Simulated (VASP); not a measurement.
# Zr2NbTe4 (P6/mmm) in VASP: single point with PBE

Aim: the single point of Zr2NbTe4 with PBE.

All numbers are computed with VASP 6.6.1; they aren't measurements. Logs are shortened: lines on timing, memory, paths and dates and some standing lists are left out, and cuts for length are marked.

### 1 The cell of the first run

The structure is hexagonal, space group P6/mmm (No. 191). The conventional cell has a = 9.302 Å, b = 9.302 Å, c = 5.158 Å, α = 90.00°, β = 90.00°, γ = 120.00°. Within 3.5 Å of Zr (site symmetry -6m2) lie 3 Te at 2.69 Å. Nb (site symmetry 6/mmm) has 2 Te at 2.58 Å within 3.4 Å. Within 3.5 Å of Te (site symmetry mmm) lie 2 Zr at 2.69 Å. Within 3.4 Å of Te (site symmetry 6/mmm) lie 2 Nb at 2.58 Å.

The cell was generated, and may not be a known phase.

### 2 Single point, PBE

INCAR reads:

```
PREC = Accurate ; ENCUT = 500
EDIFF = 1E-6 ; ISMEAR = 0
SIGMA = 0.2 ; LREAL = F
LASPH = T ; NELM = 120
ALGO = Normal ; ISIF = 2
LWAVE = F ; LCHARG = F
GGA = PE ; NBANDS = 40
GGA_COMPAT = F
```

KPOINTS reads:

```
Automatic mesh
0
Gamma
  3 3 4
```

POSCAR reads:

```
Zr2NbTe4
1.0
    9.3022946045      0.0000000037      0.0000000000
   -4.6511473055      8.0560234391      0.0000000000
    0.0000000000      0.0000000000      5.1578463845
Zr Nb Te
2 1 4
Direct
    0.3333333333      0.6666666667      0.5000000000
    0.6666666667      0.3333333333      0.5000000000
    0.0000000000      0.0000000000      0.5000000000
    0.5000000000      0.0000000000      0.5000000000
    0.0000000000      0.5000000000      0.5000000000
    0.5000000000      0.5000000000      0.5000000000
    0.0000000000      0.0000000000      0.0000000000
```

Potentials or basis: VASP PAW PBE potentials, release 64 (Zr_sv, Nb_sv, Te).

Launch:

```console
$ cat potpaw_PBE.64/Zr_sv/POTCAR potpaw_PBE.64/Nb_sv/POTCAR potpaw_PBE.64/Te/POTCAR > POTCAR
$ mpirun -np 1 vasp_std > vasp.out
```

OUTCAR:

```text
PREC = Accurate
   ENCUT = 500
   EDIFF = 1E-6
   ISMEAR = 0
   LREAL = F
   LASPH = T
   NELM = 120
   ISIF = 2
   GGA = PE

 ion  position               nearest neighbor table
   1  0.333  0.667  0.500-   4 2.69   5 2.69   6 2.69
   2  0.667  0.333  0.500-   4 2.69   5 2.69   6 2.69
   3  0.000  0.000  0.500-   7 2.58   7 2.58
   4  0.500  0.000  0.500-   1 2.69   2 2.69
   5  0.000  0.500  0.500-   1 2.69   2 2.69
   6  0.500  0.500  0.500-   1 2.69   2 2.69
   7  0.000  0.000  0.000-   3 2.58   3 2.58

  LATTYP: Found a hexagonal cell.
 ALAT       =     9.3022946045
 C/A-ratio  =     0.5544703327

  Lattice vectors:

 A1 = (   9.3022946045,   0.0000000037,   0.0000000000)
 A2 = (  -4.6511473055,   8.0560234391,   0.0000000000)
 A3 = (   0.0000000000,   0.0000000000,   5.1578463845)

Analysis of symmetry for initial positions (statically):
=====================================================================
 Subroutine PRICEL returns:
 Original cell was already a primitive cell.

 Routine SETGRP: Setting up the symmetry group for a
 hexagonal supercell.

 Subroutine GETGRP returns: Found 24 space group operations
 (whereof 24 operations were pure point group operations)
 out of a pool of 24 trial point group operations.

The static configuration has the point symmetry D_6h.

Analysis of symmetry for dynamics (positions and initial velocities):
=====================================================================
 Subroutine PRICEL returns:
 Original cell was already a primitive cell.

 Routine SETGRP: Setting up the symmetry group for a
 hexagonal supercell.

 Subroutine GETGRP returns: Found 24 space group operations
 (whereof 24 operations were pure point group operations)
 out of a pool of 24 trial point group operations.

The dynamic configuration has the point symmetry D_6h.

 Subroutine INISYM returns: Found 24 space group operations
 (whereof 24 operations are pure point group operations),
 and found     1 'primitive' translations

----------------------------------------------------------------------------------------

                                     Primitive cell

  volume of cell :     386.5264

  direct lattice vectors                    reciprocal lattice vectors
     9.302294605  0.000000004  0.000000000     0.107500358  0.062065361  0.000000000
    -4.651147306  8.056023439  0.000000000    -0.000000000  0.124130721  0.000000000
     0.000000000  0.000000000  5.157846384     0.000000000  0.000000000  0.193879369

  length of vectors
     9.302294605  9.302294604  5.157846384     0.124130721  0.124130721  0.193879369

  position of ions in fractional coordinates (direct lattice)
     0.333333333  0.666666667  0.500000000
     0.666666667  0.333333333  0.500000000
     0.000000000  0.000000000  0.500000000
     0.500000000  0.000000000  0.500000000
     1.000000000  0.500000000  0.500000000
     0.500000000  0.500000000  0.500000000
     0.000000000  0.000000000  0.000000000

  ion indices of the primitive-cell ions
   primitive index   ion index
                 1           1
                 2           2
                 3           3
                 4           4
                 5           5
                 6           6
                 7           7

----------------------------------------------------------------------------------------

 KPOINTS: Automatic mesh

Automatic generation of k-mesh.
 Grid dimensions read from file:
 generate k-points for:    3    3    4

 Generating k-lattice:

  Cartesian coordinates                     Fractional coordinates (reciprocal lattice)
     0.035833453  0.020688454  0.000000000     0.333333333 -0.000000000  0.000000000
    -0.000000000  0.041376907  0.000000000     0.000000000  0.333333333  0.000000000
     0.000000000  0.000000000  0.048469842     0.000000000  0.000000000  0.250000000

  Length of vectors
     0.041376907  0.041376907  0.048469842

  Shift w.r.t. Gamma in fractional coordinates (k-lattice)
     0.000000000  0.000000000  0.000000000

 Subroutine IBZKPT returns following result:
 ===========================================

 Found      9 irreducible k-points:

 Following reciprocal coordinates:
            Coordinates               Weight
  0.000000  0.000000  0.000000      1.000000
  0.333333 -0.000000  0.000000      6.000000
  0.333333  0.333333  0.000000      2.000000
  0.000000  0.000000  0.250000      2.000000
  0.333333 -0.000000  0.250000     12.000000
  0.333333  0.333333  0.250000      4.000000
  0.000000  0.000000  0.500000      1.000000
  0.333333 -0.000000  0.500000      6.000000
  0.333333  0.333333  0.500000      2.000000
   k-points           NKPTS =      9   k-points in BZ     NKDIM =      9   number of bands    NBANDS=     40
   number of dos      NEDOS =    301   number of ions     NIONS =      7
   total plane-waves  NPLWV = 196000
   dimension x,y,z NGX =    70 NGY =   70 NGZ =   40
   dimension x,y,z NGXF=   140 NGYF=  140 NGZF=   80
   ions per type =               2   1   4
   NGX,Y,Z   is equivalent  to a cutoff of  12.51, 12.51, 12.89 a.u.
   NGXF,Y,Z  is equivalent  to a cutoff of  25.02, 25.02, 25.79 a.u.
 SYSTEM =  unknown system
   PREC   = accura    normal or accurate (medium, high low for compatibility)
   ISTART =      0    job   : 0-new  1-cont  2-samecut
   ICHARG =      2    charge: 1-file 2-atom 10-const
   ISPIN  =      1    spin polarized calculation?
   LNONCOLLINEAR =      F non collinear calculations
   LSORBIT =      F    spin-orbit coupling
   LASPH  =      T    aspherical Exc in radial PAW
   ENCUT  =  500.0 eV  36.75 Ry    6.06 a.u.  16.96 16.96  9.40*2*pi/ulx,y,z
   NELM   =    120;   NELMIN=  2; NELMDL= -5     # of ELM steps
   EDIFF  = 0.1E-05   stopping-criterion for ELM
   LREAL  =      F    real-space projection
   EDIFFG = 0.1E-04   stopping-criterion for IOM
   NSW    =      0    number of steps for IOM
   IBRION =     -1    ionic relax: 0-MD 1-quasi-New 2-CG
   NFREE  =      0    steps in history (QN), initial steepest desc. (CG)
   ISIF   =      2    stress and relaxation
   ISYM   =      2    0-nonsym 1-usesym 2-fastsym
   POTIM  = 0.5000    time-step for ionic-motion
   TEBEG  =    0.0;   TEEND  =   0.0 temperature during run
   PSTRESS=    0.0 pullay stress
   NELECT =      61.0000    total number of electrons
   NUPDOWN=      -1.0000    fix difference up-down
   EMIN   =  10.00;   EMAX   =-10.00  energy-range for DOS
   EFERMI =   0.00;   METHOD = LEGACY
   ISMEAR =     0;   SIGMA  =   0.20  broadening in eV -4-tet -1-fermi 0-gaus
   EFERMI_NEDOS =   21; number of points for ismear=-14 and -15
   IALGO  =     38    algorithm
   IMIX   =      4    mixing-type and parameters
     AMIX     =   0.40;   BMIX     =  1.00
     AMIX_MAG =   1.60;   BMIX_MAG =  1.00
  volume/ion in A,a.u.               =      55.22       372.63
  Fermi-wavevector in a.u.,A,eV,Ry     =   0.884691  1.671824 10.648988  0.782679
  Thomas-Fermi vector in A             =   2.005625
   LORBIT       =      0    0 simple, 1 ext, 2 COOP (PROOUT), +10 PAW based schemes
   GGA     = PE    functional components
   LHFCALC =     F    Hartree Fock is set to
   AEXX    =    0.0000 exact exchange contribution
   IVDW    =     0    specifies the selected vdW correction
   LEPSILON=     F    determine dielectric tensor
   LRPA    =     F    only Hartree local field effects (RPA)
 non-spin polarized calculation
 Gauss-broadening in eV      SIGMA  =   0.20
  energy-cutoff  :      500.00
  volume of cell :      386.53
 maximum number of plane-waves:      9835
 NGX is ok and might be reduce to    70
   NGX = 33   NGY = 33   NGZ = 19

 number of electron      61.0000002 magnetization

 Free energy of the ion-electron system (eV)
  ---------------------------------------------------
  ext. energy  EPLUGINS =         0.00000000
  ---------------------------------------------------
  free energy    TOTEN  =       -34.49038334 eV

  energy without entropy =      -34.07543718  energy(sigma->0) =      -34.28291026

 E-fermi :   1.9178     XC(G=0):  -6.8056

 val. band max:        1.9131070804   @ k =   0.0000   0.0000   0.5000
 cond. band min:       1.9270058636   @ k =   0.3333  -0.0000   0.5000
 fundamental gap:      0.0138987832
 Fermi energy:         1.9177561392

 k-point     1 :       0.0000    0.0000    0.0000
  band No.  band energies     occupation
      1     -53.6875      2.00000
      2     -48.2520      2.00000
      3     -48.2510      2.00000
      4     -29.8520      2.00000
      5     -29.8520      2.00000
      6     -29.6562      2.00000
[... 32 lines left out ...]
     39       2.2817      0.01007
     40       3.8577      0.00000

 k-point     2 :       0.3333   -0.0000    0.0000
  band No.  band energies     occupation
      1     -53.6875      2.00000
      2     -48.2518      2.00000
      3     -48.2512      2.00000
      4     -29.8520      2.00000
      5     -29.8520      2.00000
      6     -29.6562      2.00000
[... 32 lines left out ...]
     39       2.8707      0.00000
     40       3.3641      0.00000

 k-point     3 :       0.3333    0.3333    0.0000
  band No.  band energies     occupation
      1     -53.6875      2.00000
      2     -48.2515      2.00000
      3     -48.2515      2.00000
      4     -29.8520      2.00000
      5     -29.8520      2.00000
      6     -29.6562      2.00000
[... 32 lines left out ...]
     39       2.8720      0.00000
     40       3.3880      0.00000

 k-point     4 :       0.0000    0.0000    0.2500
  band No.  band energies     occupation
      1     -53.6879      2.00000
      2     -48.2520      2.00000
      3     -48.2510      2.00000
      4     -29.8515      2.00000
      5     -29.8515      2.00000
      6     -29.6529      2.00000
[... 32 lines left out ...]
     39       2.7334      0.00000
     40       3.7420      0.00000

 k-point     5 :       0.3333   -0.0000    0.2500
  band No.  band energies     occupation
      1     -53.6879      2.00000
      2     -48.2518      2.00000
      3     -48.2512      2.00000
      4     -29.8515      2.00000
      5     -29.8515      2.00000
      6     -29.6529      2.00000
[... 32 lines left out ...]
     39       2.9115      0.00000
     40       3.2117      0.00000

 k-point     6 :       0.3333    0.3333    0.2500
  band No.  band energies     occupation
      1     -53.6879      2.00000
      2     -48.2515      2.00000
      3     -48.2515      2.00000
      4     -29.8515      2.00000
      5     -29.8515      2.00000
      6     -29.6529      2.00000
[... 32 lines left out ...]
     39       2.8865      0.00000
     40       3.4237      0.00000

 k-point     7 :       0.0000    0.0000    0.5000
  band No.  band energies     occupation
      1     -53.6884      2.00000
      2     -48.2520      2.00000
      3     -48.2510      2.00000
      4     -29.8510      2.00000
      5     -29.8510      2.00000
      6     -29.6496      2.00000
[... 32 lines left out ...]
     39       3.6503      0.00000
     40       3.6503      0.00000

 k-point     8 :       0.3333   -0.0000    0.5000
  band No.  band energies     occupation
      1     -53.6884      2.00000
      2     -48.2518      2.00000
      3     -48.2512      2.00000
      4     -29.8511      2.00000
      5     -29.8510      2.00000
      6     -29.6496      2.00000
[... 32 lines left out ...]
     39       3.6255      0.00000
     40       3.9505      0.00000

 k-point     9 :       0.3333    0.3333    0.5000
  band No.  band energies     occupation
      1     -53.6884      2.00000
      2     -48.2515      2.00000
      3     -48.2515      2.00000
      4     -29.8511      2.00000
      5     -29.8511      2.00000
      6     -29.6496      2.00000
[... 32 lines left out ...]
     39       3.4797      0.00000
     40       3.5961      0.00000

------------------------ aborting loop because EDIFF is reached ----------------------------------------

  FORCE on cell =-STRESS in cart. coord.  units (eV):
  Direction    XX          YY          ZZ          XY          YZ          ZX
  --------------------------------------------------------------------------------------
  -------------------------------------------------------------------------------------
  Total        0.5382768      0.5382768      0.0344468     -0.0000000     -0.0000000      0.0000000
  in kB        2.2311925      2.2311925      0.1427844     -0.0000000     -0.0000000      0.0000000
  external PRESSURE =       1.5350565 kB  Pullay stress =       0.0000000 kB

 VOLUME and BASIS-vectors are now :
 -----------------------------------------------------------------------------
  energy-cutoff  :      500.00
  volume of cell :      386.53
      direct lattice vectors                 reciprocal lattice vectors
     9.302294605  0.000000004  0.000000000     0.107500358  0.062065361  0.000000000
    -4.651147306  8.056023439  0.000000000    -0.000000000  0.124130721  0.000000000
     0.000000000  0.000000000  5.157846384     0.000000000  0.000000000  0.193879369

 POSITION                                       TOTAL-FORCE (eV/Angst)
 -----------------------------------------------------------------------------------
     -0.00000      5.37068      2.57892        -0.000000     -0.000000      0.000000
      4.65115      2.68534      2.57892         0.000000      0.000000      0.000000
      0.00000      0.00000      2.57892        -0.000000      0.000000      0.000000
      4.65115      0.00000      2.57892         0.000000      0.000000      0.000000
     -2.32557      4.02801      2.57892        -0.000000      0.000000      0.000000
      2.32557      4.02801      2.57892        -0.000000      0.000000      0.000000
      0.00000      0.00000      0.00000        -0.000000      0.000000      0.000000
 -----------------------------------------------------------------------------------
    total drift:                                0.000000     -0.000000      0.000000

  FREE ENERGIE OF THE ION-ELECTRON SYSTEM (eV)
  ---------------------------------------------------
  free  energy   TOTEN  =       -34.4903833364 eV

  energy  without entropy=      -34.0754371764  energy(sigma->0) =      -34.28291026
```

Run time: 9.8 min. Hardware: 1 thread of Intel Xeon 8259CL, shared host; peak memory 0.5 GiB.

What came out:

```
Free energy            : -34.4904 eV
Pressure               : 0.2 GPa
Band gap on the k mesh : zero (an odd number of electrons rules out a gap without spin polarisation)
```

Stress tensor (GPa, compression positive):
```
0.22 0.00 0.00
0.00 0.22 0.00
0.00 0.00 0.01
```

Caveat: spin-orbit coupling is left out, which moves the levels of the heavy elements.
